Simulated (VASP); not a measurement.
Input of a VASP 6.6.1 run:

Contents of INCAR:

```
ALGO = Normal
EDIFF = 1E-6
EDIFFG = -0.01
ENCUT = 600
GGA = PS
IBRION = 2
ISIF = 4
ISMEAR = 0
LASPH = True
LCHARG = False
LREAL = False
LWAVE = False
NELM = 100
NSW = 50
PREC = Accurate
SIGMA = 0.1
```

File KPOINTS:

```
k-points
0
Gamma
  8 8 10
```

File POSCAR:

```
PbO2
1.0
    4.9468395241      0.0000000000      0.0000000000
    0.0000000000      4.9468395241      0.0000000000
    0.0000000000      0.0000000000      3.3770175789
Pb O
2 4
Direct
    0.0000000000      0.0000000000      0.0000000000
    0.5000000000      0.5000000000      0.5000000000
    0.3076244527      0.3076244527      0.0000000000
    0.1923755473      0.8076244527      0.5000000000
    0.6923755473      0.6923755473      0.0000000000
    0.8076244527      0.1923755473      0.5000000000
```

Potentials or basis: VASP PAW PBE potentials, release 64 (Pb_d, O).

Command:

```bash
$ cat potpaw_PBE.64/Pb_d/POTCAR potpaw_PBE.64/O/POTCAR > POTCAR
$ mpirun -np 1 vasp_std > vasp.out
```

Q: Estimate the band gap on the k mesh.

A: 0.01 eV.

Final structure:
```yaml
crystal:
  lattice:
    - [4.92450, 0.00000, 0.00000]
    - [0.00000, 4.92450, 0.00000]
    - [0.00000, 0.00000, 3.40773]
  atoms:
    - { symbol: Pb, position: [0.00000, 0.00000, 0.00000] }
    - { symbol: Pb, position: [0.50000, 0.50000, 0.50000] }
    - { symbol: O, position: [0.30718, 0.30718, 0.00000] }
    - { symbol: O, position: [0.19282, 0.80718, 0.50000] }
    - { symbol: O, position: [0.69282, 0.69282, 0.00000] }
    - { symbol: O, position: [0.80718, 0.19282, 0.50000] }
```

Caveat: the smearing spreads over this small gap; spin-orbit coupling is left out, which moves the levels of the heavy elements. A k mesh can miss the band edges.
